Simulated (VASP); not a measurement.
# Sb (Pm-3m) in VASP: further runs

Sb is run at these levels: PBEsol; tasks: single point, relaxation of cell and atoms.

Program: VASP 6.6.1. These are calculated values, not measurements. Logs are shortened: lines on timing, memory, paths and dates and some standing lists are left out, and cuts for length are marked.

### Step 1. The cell of the first run

The structure is cubic, space group Pm-3m (No. 221). Conventional cell: a = 2.942 Å, b = 2.942 Å, c = 2.942 Å, α = 90.00°, β = 90.00°, γ = 90.00°. Sb (site symmetry m-3m) has 6 Sb at 2.94 Å within 3.9 Å.

### Step 2. Single point, PBEsol

File INCAR:

```
  ALGO = Normal
  EDIFF = 1E-6
  ENCUT = 520
  GGA = PS
  ISIF = 2
  ISMEAR = -1
  LASPH = True
  LCHARG = True
  LELF = True
  LREAL = False
  LVHAR = True
  LWAVE = False
  NBANDS = 8
  NELM = 80
  PREC = Accurate
  SIGMA = 0.05
```

File KPOINTS:

```
k-points
0
Gamma
  8 8 8
```

File POSCAR:

```
Sb
1.0
    2.9420804085      0.0000000000      0.0000000000
    0.0000000000      2.9420804085      0.0000000000
    0.0000000000      0.0000000000      2.9420804085
Sb
1
Direct
    0.0000000000      0.0000000000      0.0000000000
```

Potentials or basis: VASP PAW PBE potentials, release 64 (Sb).

The run is started by

```sh
$ cat potpaw_PBE.64/Sb/POTCAR > POTCAR
$ mpirun -np 1 vasp_std > vasp.out
```

OUTCAR:

```text
EDIFF = 1E-6
   ENCUT = 520
   GGA = PS
   ISIF = 2
   ISMEAR = -1
   LASPH = True
   LREAL = False
   NELM = 80
   PREC = Accurate

 ion  position               nearest neighbor table
   1  0.000  0.000  0.000-

  LATTYP: Found a simple cubic cell.
 ALAT       =     2.9420804085

  Lattice vectors:

 A1 = (   2.9420804085,   0.0000000000,   0.0000000000)
 A2 = (   0.0000000000,   2.9420804085,   0.0000000000)
 A3 = (   0.0000000000,   0.0000000000,   2.9420804085)

Analysis of symmetry for initial positions (statically):
=====================================================================
 Subroutine PRICEL returns:
 Original cell was already a primitive cell.

 Routine SETGRP: Setting up the symmetry group for a
 simple cubic supercell.

 Subroutine GETGRP returns: Found 48 space group operations
 (whereof 48 operations were pure point group operations)
 out of a pool of 48 trial point group operations.

The static configuration has the point symmetry O_h .

Analysis of symmetry for dynamics (positions and initial velocities):
=====================================================================
 Subroutine PRICEL returns:
 Original cell was already a primitive cell.

 Routine SETGRP: Setting up the symmetry group for a
 simple cubic supercell.

 Subroutine GETGRP returns: Found 48 space group operations
 (whereof 48 operations were pure point group operations)
 out of a pool of 48 trial point group operations.

The dynamic configuration has the point symmetry O_h .

 Subroutine INISYM returns: Found 48 space group operations
 (whereof 48 operations are pure point group operations),
 and found     1 'primitive' translations

----------------------------------------------------------------------------------------

                                     Primitive cell

  volume of cell :      25.4662

  direct lattice vectors                    reciprocal lattice vectors
     2.942080408  0.000000000  0.000000000     0.339895537  0.000000000  0.000000000
     0.000000000  2.942080408  0.000000000     0.000000000  0.339895537  0.000000000
     0.000000000  0.000000000  2.942080408     0.000000000  0.000000000  0.339895537

  length of vectors
     2.942080408  2.942080408  2.942080408     0.339895537  0.339895537  0.339895537

  position of ions in fractional coordinates (direct lattice)
     0.000000000  0.000000000  0.000000000

  ion indices of the primitive-cell ions
   primitive index   ion index
                 1           1

----------------------------------------------------------------------------------------

 KPOINTS: k-points

Automatic generation of k-mesh.
 Grid dimensions read from file:
 generate k-points for:    8    8    8

 Generating k-lattice:

  Cartesian coordinates                     Fractional coordinates (reciprocal lattice)
     0.042486942  0.000000000  0.000000000     0.125000000  0.000000000  0.000000000
     0.000000000  0.042486942  0.000000000     0.000000000  0.125000000  0.000000000
     0.000000000  0.000000000  0.042486942     0.000000000  0.000000000  0.125000000

  Length of vectors
     0.042486942  0.042486942  0.042486942

  Shift w.r.t. Gamma in fractional coordinates (k-lattice)
     0.000000000  0.000000000  0.000000000

 Subroutine IBZKPT returns following result:
 ===========================================

 Found     35 irreducible k-points:

 Following reciprocal coordinates:
            Coordinates               Weight
  0.000000  0.000000  0.000000      1.000000
  0.125000  0.000000  0.000000      6.000000
  0.250000  0.000000  0.000000      6.000000
  0.375000  0.000000  0.000000      6.000000
  0.500000  0.000000  0.000000      3.000000
  0.125000  0.125000  0.000000     12.000000
[... 16 lines left out ...]
  0.375000  0.375000  0.125000     24.000000
  0.500000  0.375000  0.125000     24.000000
 [... further k-points ...]
   k-points           NKPTS =     35   k-points in BZ     NKDIM =     35   number of bands    NBANDS=      8
   number of dos      NEDOS =    301   number of ions     NIONS =      1
   total plane-waves  NPLWV =  13824
   dimension x,y,z NGX =    24 NGY =   24 NGZ =   24
   dimension x,y,z NGXF=    48 NGYF=   48 NGZF=   48
   ions per type =               1
   NGX,Y,Z   is equivalent  to a cutoff of  13.56, 13.56, 13.56 a.u.
   NGXF,Y,Z  is equivalent  to a cutoff of  27.12, 27.12, 27.12 a.u.
 SYSTEM =  unknown system
   PREC   = accura    normal or accurate (medium, high low for compatibility)
   ISTART =      0    job   : 0-new  1-cont  2-samecut
   ICHARG =      2    charge: 1-file 2-atom 10-const
   ISPIN  =      1    spin polarized calculation?
   LNONCOLLINEAR =      F non collinear calculations
   LSORBIT =      F    spin-orbit coupling
   LASPH  =      T    aspherical Exc in radial PAW
   ENCUT  =  520.0 eV  38.22 Ry    6.18 a.u.   5.47  5.47  5.47*2*pi/ulx,y,z
   NELM   =     80;   NELMIN=  2; NELMDL= -5     # of ELM steps
   EDIFF  = 0.1E-05   stopping-criterion for ELM
   LREAL  =      F    real-space projection
   EDIFFG = 0.1E-04   stopping-criterion for IOM
   NSW    =      0    number of steps for IOM
   IBRION =     -1    ionic relax: 0-MD 1-quasi-New 2-CG
   NFREE  =      0    steps in history (QN), initial steepest desc. (CG)
   ISIF   =      2    stress and relaxation
   ISYM   =      2    0-nonsym 1-usesym 2-fastsym
   POTIM  = 0.5000    time-step for ionic-motion
   TEBEG  =    0.0;   TEEND  =   0.0 temperature during run
   PSTRESS=    0.0 pullay stress
   NELECT =       5.0000    total number of electrons
   NUPDOWN=      -1.0000    fix difference up-down
   EMIN   =  10.00;   EMAX   =-10.00  energy-range for DOS
   EFERMI =   0.00;   METHOD = LEGACY
   ISMEAR =    -1;   SIGMA  =   0.05  broadening in eV -4-tet -1-fermi 0-gaus
   EFERMI_NEDOS =   21; number of points for ismear=-14 and -15
   IALGO  =     38    algorithm
   IMIX   =      4    mixing-type and parameters
     AMIX     =   0.40;   BMIX     =  1.00
     AMIX_MAG =   1.60;   BMIX_MAG =  1.00
  volume/ion in A,a.u.               =      25.47       171.85
  Fermi-wavevector in a.u.,A,eV,Ry     =   0.951503  1.798080 12.318150  0.905359
  Thomas-Fermi vector in A             =   2.079979
   LORBIT       =      0    0 simple, 1 ext, 2 COOP (PROOUT), +10 PAW based schemes
   GGA     = PS    functional components
   LHFCALC =     F    Hartree Fock is set to
   AEXX    =    0.0000 exact exchange contribution
   IVDW    =     0    specifies the selected vdW correction
   LEPSILON=     F    determine dielectric tensor
   LRPA    =     F    only Hartree local field effects (RPA)
 non-spin polarized calculation
  energy-cutoff  :      520.00
  volume of cell :       25.47
 maximum number of plane-waves:       703
 NGX is ok and might be reduce to    24
   NGX = 11   NGY = 11   NGZ = 11

 number of electron       4.9999999 magnetization

 Free energy of the ion-electron system (eV)
  ---------------------------------------------------
  ext. energy  EPLUGINS =         0.00000000
  ---------------------------------------------------
  free energy    TOTEN  =        -4.41625651 eV

  energy without entropy =       -4.40926129  energy(sigma->0) =       -4.41275890

 E-fermi :   9.1223     XC(G=0): -10.4390

 val. band max:        9.0454711010   @ k =   0.3750   0.2500   0.1250
 cond. band min:       9.1790280718   @ k =   0.5000   0.3750   0.3750
 fundamental gap:      0.1335569708
 Fermi energy:         9.1222704754

 k-point     1 :       0.0000    0.0000    0.0000
  band No.  band energies     occupation
      1      -4.6156      2.00000
      2      12.7818      0.00000
      3      12.7818      0.00000
      4      12.7818      0.00000
      5      16.2555      0.00000
      6      16.2555      0.00000
      7      18.2693      0.00000
      8      27.7369      0.00000

 k-point     2 :       0.1250    0.0000    0.0000
  band No.  band energies     occupation
      1      -4.3504      2.00000
      2      10.1782      0.00000
      3      13.0547      0.00000
      4      13.0547      0.00000
      5      16.4471      0.00000
      6      17.4815      0.00000
      7      20.1141      0.00000
      8      26.1359      0.00000

 k-point     3 :       0.2500    0.0000    0.0000
  band No.  band energies     occupation
      1      -3.5714      2.00000
      2       6.6959      2.00000
      3      13.8129      0.00000
      4      13.8129      0.00000
      5      17.0175      0.00000
      6      18.2438      0.00000
      7      23.9072      0.00000
      8      23.9074      0.00000

 k-point     4 :       0.3750    0.0000    0.0000
  band No.  band energies     occupation
      1      -2.3942      2.00000
      2       3.7788      2.00000
      3      14.8113      0.00000
      4      14.8113      0.00000
      5      17.9236      0.00000
      6      19.2256      0.00000
      7      21.8118      0.00000
      8      21.9585      0.00000

 k-point     5 :       0.5000    0.0000    0.0000
  band No.  band energies     occupation
      1      -1.5606      2.00000
      2       2.3506      2.00000
      3      15.3686      0.00000
      4      15.3686      0.00000
      5      18.6728      0.00000
      6      20.0486      0.00000
      7      20.6139      0.00000
      8      21.0756      0.00000
[... 177 lines left out ...]
 k-point    22 :       0.5000    0.2500    0.1250
  band No.  band energies     occupation
      1      -0.2251      2.00000
      2       3.5673      2.00000
      3       9.6826      0.00003
      4      14.1068      0.00000
      5      14.2748      0.00000
      6      18.1018      0.00000
      7      22.6465      0.00000
      8      23.6811      0.00000

 k-point    23 :       0.3750    0.3750    0.1250
  band No.  band energies     occupation
      1       0.1353      2.00000
      2       5.7270      2.00000
      3       6.3764      2.00000
      4      12.9405      0.00000
      5      14.5269      0.00000
      6      20.1032      0.00000
      7      20.2326      0.00000
      8      23.5865      0.00000

 k-point    24 :       0.5000    0.3750    0.1250
  band No.  band energies     occupation
      1       1.0321      2.00000
      2       4.5262      2.00000
      3       6.6783      2.00000
      4      11.8907      0.00000
      5      15.1984      0.00000
      6      19.0796      0.00000
      7      20.8492      0.00000
      8      23.9158      0.00000

 [... further k-points ...]
[... 5 lines left out ...]
  --------------------------------------------------------------------------------------
  -------------------------------------------------------------------------------------
  Total        1.6365746      1.6365746      1.6365746     -0.0000000     -0.0000000      0.0000000
  in kB      102.9633750    102.9633750    102.9633750     -0.0000000     -0.0000000      0.0000000
  external PRESSURE =     102.9633750 kB  Pullay stress =       0.0000000 kB

 VOLUME and BASIS-vectors are now :
 -----------------------------------------------------------------------------
  energy-cutoff  :      520.00
  volume of cell :       25.47
      direct lattice vectors                 reciprocal lattice vectors
     2.942080408  0.000000000  0.000000000     0.339895537  0.000000000  0.000000000
     0.000000000  2.942080408  0.000000000     0.000000000  0.339895537  0.000000000
     0.000000000  0.000000000  2.942080408     0.000000000  0.000000000  0.339895537

 POSITION                                       TOTAL-FORCE (eV/Angst)
 -----------------------------------------------------------------------------------
      0.00000      0.00000      0.00000         0.000000      0.000000      0.000000
 -----------------------------------------------------------------------------------
    total drift:                               -0.000000      0.000000      0.000000

  FREE ENERGIE OF THE ION-ELECTRON SYSTEM (eV)
  ---------------------------------------------------
  free  energy   TOTEN  =        -4.4162565120 eV

  energy  without entropy=       -4.4092612862  energy(sigma->0) =       -4.41275890
```

Run time: 7.1 s. Hardware: 1 thread of Intel Xeon 8259CL, shared host; peak memory 0.14 GiB.

Results:

```
Free energy : -4.4163 eV
Pressure    : 10.3 GPa
```

Caveat: the PAW data sets were made with another functional, which shifts forces and pressure a little; spin-orbit coupling is left out, which moves the levels of the heavy elements.

### Step 3. Single point, PBEsol

This run uses another cell than the first one, of 28.06 Å³/atom, 1.102 times its volume.

File INCAR:

```
SYSTEM = Sb
PREC     = Accurate       ! precision mode
ENCUT    = 520            ! plane-wave cutoff, eV
EDIFF    = 1E-6           ! SCF threshold, eV
ISMEAR   = -1             ! smearing method
SIGMA    = 0.05           ! smearing width, eV
LREAL    = .FALSE.        ! projectors in reciprocal space
LASPH    = .TRUE.         ! aspherical terms in the spheres
NELM     = 60             ! most SCF steps
ALGO     = Normal         ! electronic algorithm
ISIF     = 2              ! what is computed and relaxed
LWAVE    = .FALSE.        ! write WAVECAR
LCHARG   = .FALSE.        ! write CHGCAR
GGA      = PS             ! functional
NBANDS   = 8              ! bands
```

File KPOINTS:

```
regular mesh
0
G
  8 8 8
  0 0 0
```

File POSCAR:

```
Sb
1.0
    3.0386830219      0.0000000000      0.0000000000
    0.0000000000      3.0386830219      0.0000000000
    0.0000000000      0.0000000000      3.0386830219
Sb
1
Direct
    0.0000000000      0.0000000000      0.0000000000
```

Potentials or basis: VASP PAW PBE potentials, release 64 (Sb).

The run is started by

```sh
$ cat potpaw_PBE.64/Sb/POTCAR > POTCAR
$ mpirun -np 1 vasp_std > vasp.out
```

Wall time 7 s (1 thread of Intel Xeon 8259CL, shared host); peak memory 0.13 GiB.

Results (log left out):

- Free energy: -4.5130 eV
- Pressure: 2.2 GPa

Levels at points of the mesh, in eV from the Fermi level:
```
           k point  band 1  band 2  band 3  band 4  band 5  band 6  band 7  band 8
(0.00, 0.00, 0.00)  -12.83    3.48    3.48    3.48    7.08    7.08    8.57   18.15
(0.50, 0.00, 0.00)  -10.17   -5.97    5.70    5.70    9.30   10.74   11.56   11.71
(0.50, 0.50, 0.00)   -7.33   -3.76   -3.76    1.95    7.99   13.47   13.48   13.48
(0.50, 0.50, 0.50)   -4.11   -1.67   -1.67   -1.67    4.79    4.79    4.79    6.73
```

Caveat: the PAW data sets were made with another functional, which shifts forces and pressure a little; spin-orbit coupling is left out, which moves the levels of the heavy elements.

### Step 4. Single point, PBEsol

This run uses another cell than the first one, of 26.98 Å³/atom, 1.059 times its volume.

File INCAR:

```
  PREC = Accurate
  ENCUT = 520
  EDIFF = 1E-6
  ISMEAR = -1
  SIGMA = 0.05
  LREAL = F
  LASPH = T
  NELM = 100
  ALGO = Normal
  ISIF = 2
  LWAVE = F
  LCHARG = T
  GGA = PS
  LELF = T
  LVHAR = T
  NBANDS = 8
```

File KPOINTS:

```
Automatic mesh
0
Gamma
  8 8 8
```

File POSCAR:

```
Sb
1.0
    2.9993049848      0.0000000000      0.0000000000
    0.0000000000      2.9993049848      0.0000000000
    0.0000000000      0.0000000000      2.9993049848
Sb
1
Direct
    0.0000000000      0.0000000000      0.0000000000
```

The run is started by

```sh
$ cat potpaw_PBE.64/Sb/POTCAR > POTCAR
$ mpirun -np 1 vasp_std > vasp.out
```

Run time: 7.5 s. Hardware: 1 thread of Intel Xeon 8259CL, shared host; peak memory 0.14 GiB.

Results (log left out):

```yaml
Free_energy: -4.4885 eV
Pressure: 5.2 GPa
```

Levels at points of the mesh, in eV from the Fermi level:
| k point | band 1 | band 2 | band 3 | band 4 | band 5 | band 6 | band 7 |
| --- | --- | --- | --- | --- | --- | --- | --- |
| (0.00, 0.00, 0.00) | -13.17 | 3.56 | 3.56 | 3.56 | 7.11 | 7.11 | 8.81 |
| (0.50, 0.00, 0.00) | -10.36 | -6.28 | 5.93 | 5.93 | 9.41 | 10.83 | 11.55 |
| (0.50, 0.50, 0.00) | -7.33 | -3.96 | -3.96 | 1.78 | 8.40 | 13.58 | 13.58 |
| (0.50, 0.50, 0.50) | -3.87 | -1.77 | -1.77 | -1.77 | 4.72 | 4.72 | 4.72 |

Caveat: the PAW data sets were made with another functional, which shifts forces and pressure a little; spin-orbit coupling is left out, which moves the levels of the heavy elements.

(Continued in part 2 of 2.)
